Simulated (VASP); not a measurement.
# MgCdTeS (P4/mmm) in VASP: single point with PBE

Aim: the single point of MgCdTeS with PBE.

Everything below comes from runs of VASP 6.6.1. Logs are shortened: lines on timing, memory, paths and dates and some standing lists are left out, and cuts for length are marked.

**1. The cell of the first run**

Symmetry: P4/mmm, No. 123, tetragonal system. Conventional cell: a = 4.191 Å, b = 4.191 Å, c = 5.914 Å, α = 90.00°, β = 90.00°, γ = 90.00°. Within 3.9 Å of Mg (site symmetry 4/mmm) lie 2 Cd at 2.96 Å and 4 S at 2.96 Å. Within 3.9 Å of Cd (site symmetry 4/mmm) lie 2 Mg at 2.96 Å and 4 Te at 2.96 Å. Te (site symmetry 4/mmm) has 2 S at 2.96 Å and 4 Cd at 2.96 Å within 3.9 Å. Within 3.9 Å of S (site symmetry 4/mmm) lie 2 Te at 2.96 Å and 4 Mg at 2.96 Å.

**2. Single point, PBE**

Contents of INCAR:

```
ALGO     = Normal         # electronic algorithm
EDIFF    = 1E-6           # SCF threshold, eV
ENCUT    = 520            # plane-wave cutoff, eV
GGA      = PE             # functional
ISIF     = 2              # what is computed and relaxed
ISMEAR   = 0              # smearing method
LASPH    = True           # aspherical terms in the spheres
LCHARG   = False          # write CHGCAR
LREAL    = False          # projectors in reciprocal space
LWAVE    = False          # write WAVECAR
NBANDS   = 21             # bands
NELM     = 60             # most SCF steps
PREC     = Accurate       # precision mode
SIGMA    = 0.1            # smearing width, eV
```

Contents of KPOINTS:

```
k-points
0
Gamma
  4 4 4
```

Contents of POSCAR:

```
MgCdTeS
1.0
    4.1913991500      0.0000000000      0.0000000000
    0.0000000000      4.1913991500      0.0000000000
    0.0000000000      0.0000000000      5.9138296900
Mg Cd Te S
1 1 1 1
Direct
    0.5000000000      0.5000000000      0.5000000000
    0.5000000000      0.5000000000      0.0000000000
    0.0000000000      0.0000000000      0.0000000000
    0.0000000000      0.0000000000      0.5000000000
```

Potentials or basis: VASP PAW PBE potentials, release 64 (Mg, Cd, Te, S).

Launch:

```console
$ cat potpaw_PBE.64/Mg/POTCAR potpaw_PBE.64/Cd/POTCAR potpaw_PBE.64/Te/POTCAR potpaw_PBE.64/S/POTCAR > POTCAR
$ mpirun -np 1 vasp_std > vasp.out
```

OUTCAR:

```text
EDIFF = 1E-6
   ENCUT = 520
   GGA = PE
   ISIF = 2
   ISMEAR = 0
   LASPH = True
   LREAL = False
   NELM = 60
   PREC = Accurate

 ion  position               nearest neighbor table
   1  0.500  0.500  0.500-   2 2.96   2 2.96   4 2.96   4 2.96   4 2.96   4 2.96
   2  0.500  0.500  0.000-   1 2.96   1 2.96   3 2.96   3 2.96   3 2.96   3 2.96
   3  0.000  0.000  0.000-   4 2.96   4 2.96   2 2.96   2 2.96   2 2.96   2 2.96
   4  0.000  0.000  0.500-   3 2.96   3 2.96   1 2.96   1 2.96   1 2.96   1 2.96

  LATTYP: Found a simple tetragonal cell.
 ALAT       =     4.1913991500
 C/A-ratio  =     1.4109440496

  Lattice vectors:

 A1 = (   4.1913991500,   0.0000000000,   0.0000000000)
 A2 = (   0.0000000000,   4.1913991500,   0.0000000000)
 A3 = (   0.0000000000,   0.0000000000,   5.9138296900)

Analysis of symmetry for initial positions (statically):
=====================================================================
 Subroutine PRICEL returns:
 Original cell was already a primitive cell.

 Routine SETGRP: Setting up the symmetry group for a
 simple tetragonal supercell.

 Subroutine GETGRP returns: Found 16 space group operations
 (whereof 16 operations were pure point group operations)
 out of a pool of 16 trial point group operations.

The static configuration has the point symmetry D_4h.

Analysis of symmetry for dynamics (positions and initial velocities):
=====================================================================
 Subroutine PRICEL returns:
 Original cell was already a primitive cell.

 Routine SETGRP: Setting up the symmetry group for a
 simple tetragonal supercell.

 Subroutine GETGRP returns: Found 16 space group operations
 (whereof 16 operations were pure point group operations)
 out of a pool of 16 trial point group operations.

The dynamic configuration has the point symmetry D_4h.

 Subroutine INISYM returns: Found 16 space group operations
 (whereof 16 operations are pure point group operations),
 and found     1 'primitive' translations

----------------------------------------------------------------------------------------

                                     Primitive cell

  volume of cell :     103.8931

[... 81 lines left out ...]
   LSORBIT =      F    spin-orbit coupling
   LASPH  =      T    aspherical Exc in radial PAW
   ENCUT  =  520.0 eV  38.22 Ry    6.18 a.u.   7.79  7.79 11.00*2*pi/ulx,y,z
   NELM   =     60;   NELMIN=  2; NELMDL= -5     # of ELM steps
   EDIFF  = 0.1E-05   stopping-criterion for ELM
   LREAL  =      F    real-space projection
   EDIFFG = 0.1E-04   stopping-criterion for IOM
   NSW    =      0    number of steps for IOM
   IBRION =     -1    ionic relax: 0-MD 1-quasi-New 2-CG
   NFREE  =      0    steps in history (QN), initial steepest desc. (CG)
   ISIF   =      2    stress and relaxation
   ISYM   =      2    0-nonsym 1-usesym 2-fastsym
   POTIM  = 0.5000    time-step for ionic-motion
   TEBEG  =    0.0;   TEEND  =   0.0 temperature during run
   PSTRESS=    0.0 pullay stress
   NELECT =      26.0000    total number of electrons
   NUPDOWN=      -1.0000    fix difference up-down
   EMIN   =  10.00;   EMAX   =-10.00  energy-range for DOS
   EFERMI =   0.00;   METHOD = LEGACY
   ISMEAR =     0;   SIGMA  =   0.10  broadening in eV -4-tet -1-fermi 0-gaus
   EFERMI_NEDOS =   21; number of points for ismear=-14 and -15
   IALGO  =     38    algorithm
   IMIX   =      4    mixing-type and parameters
     AMIX     =   0.40;   BMIX     =  1.00
     AMIX_MAG =   1.60;   BMIX_MAG =  1.00
  volume/ion in A,a.u.               =      25.97       175.28
  Fermi-wavevector in a.u.,A,eV,Ry     =   1.031661  1.949557 14.481012  1.064324
  Thomas-Fermi vector in A             =   2.165820
   LORBIT       =      0    0 simple, 1 ext, 2 COOP (PROOUT), +10 PAW based schemes
   GGA     = PE    functional components
   LHFCALC =     F    Hartree Fock is set to
   AEXX    =    0.0000 exact exchange contribution
   IVDW    =     0    specifies the selected vdW correction
   LEPSILON=     F    determine dielectric tensor
   LRPA    =     F    only Hartree local field effects (RPA)
 non-spin polarized calculation
 Gauss-broadening in eV      SIGMA  =   0.10
  energy-cutoff  :      520.00
  volume of cell :      103.89
 maximum number of plane-waves:      2816
 NGX is ok and might be reduce to    32
   NGX = 15   NGY = 15   NGZ = 21

 number of electron      26.0000009 magnetization

 Free energy of the ion-electron system (eV)
  ---------------------------------------------------
  ext. energy  EPLUGINS =         0.00000000
  ---------------------------------------------------
  free energy    TOTEN  =       -10.16635666 eV

  energy without entropy =      -10.16076363  energy(sigma->0) =      -10.16356015

 E-fermi :   3.9917     XC(G=0):  -9.2279

 val. band max:        3.9202499448   @ k =   0.5000   0.2500   0.5000
 cond. band min:       4.0860094221   @ k =   0.2500   0.2500   0.2500
 fundamental gap:      0.1657594773
 Fermi energy:         3.9916817348

 k-point     1 :       0.0000    0.0000    0.0000
  band No.  band energies     occupation
      1      -9.2675      2.00000
      2      -7.2509      2.00000
      3      -4.8374      2.00000
      4      -4.8055      2.00000
      5      -4.8038      2.00000
      6      -4.8038      2.00000
[... 421 lines left out ...]
     20      10.3809      0.00000
     21      11.3065      0.00000

------------------------ aborting loop because EDIFF is reached ----------------------------------------

  FORCE on cell =-STRESS in cart. coord.  units (eV):
  Direction    XX          YY          ZZ          XY          YZ          ZX
  --------------------------------------------------------------------------------------
  -------------------------------------------------------------------------------------
  Total       -0.8974571     -0.8974571     -0.4491645      0.0000000      0.0000000     -0.0000000
  in kB      -13.8400423    -13.8400423     -6.9267441      0.0000000      0.0000000     -0.0000000
  external PRESSURE =     -11.5356096 kB  Pullay stress =       0.0000000 kB

 VOLUME and BASIS-vectors are now :
 -----------------------------------------------------------------------------
  energy-cutoff  :      520.00
  volume of cell :      103.89
      direct lattice vectors                 reciprocal lattice vectors
     4.191399150  0.000000000  0.000000000     0.238583815  0.000000000  0.000000000
     0.000000000  4.191399150  0.000000000     0.000000000  0.238583815  0.000000000
     0.000000000  0.000000000  5.913829690     0.000000000  0.000000000  0.169095164

 POSITION                                       TOTAL-FORCE (eV/Angst)
 -----------------------------------------------------------------------------------
      2.09570      2.09570      2.95691         0.000000      0.000000      0.000000
      2.09570      2.09570      0.00000         0.000000      0.000000      0.000000
      0.00000      0.00000      0.00000         0.000000      0.000000      0.000000
      0.00000      0.00000      2.95691         0.000000      0.000000      0.000000
 -----------------------------------------------------------------------------------
    total drift:                                0.000000     -0.000000     -0.000000

  FREE ENERGIE OF THE ION-ELECTRON SYSTEM (eV)
  ---------------------------------------------------
  free  energy   TOTEN  =       -10.1663566586 eV

  energy  without entropy=      -10.1607636334  energy(sigma->0) =      -10.16356015
```

stdout:

```text
POSCAR found type information on POSCAR MgCdTeS
 POSCAR found :  4 types and       4 ions
 scaLAPACK will be used
 LDA part: xc-table for (Slater+PW92), standard interpolation
 POSCAR, INCAR and KPOINTS ok, starting setup
 FFT: planning ... GRIDC
 FFT: planning ... GRID_SOFT
 FFT: planning ... GRID
 WAVECAR not read
 entering main loop
```

Wall time 54 s (1 thread of AMD EPYC 7R43 (Zen 3), shared host); peak memory 0.19 GiB.

What came out:

```yaml
Free_energy: -10.1664 eV
Pressure: -1.2 GPa
Band_gap_on_the_k_mesh: zero (band 13 reaches 4.53 eV, above the bottom of band 14 at 2.30 eV)
```

Caveat: the k points lie up to 0.37 Å⁻¹ apart; spin-orbit coupling is left out, which moves the levels of the heavy elements.
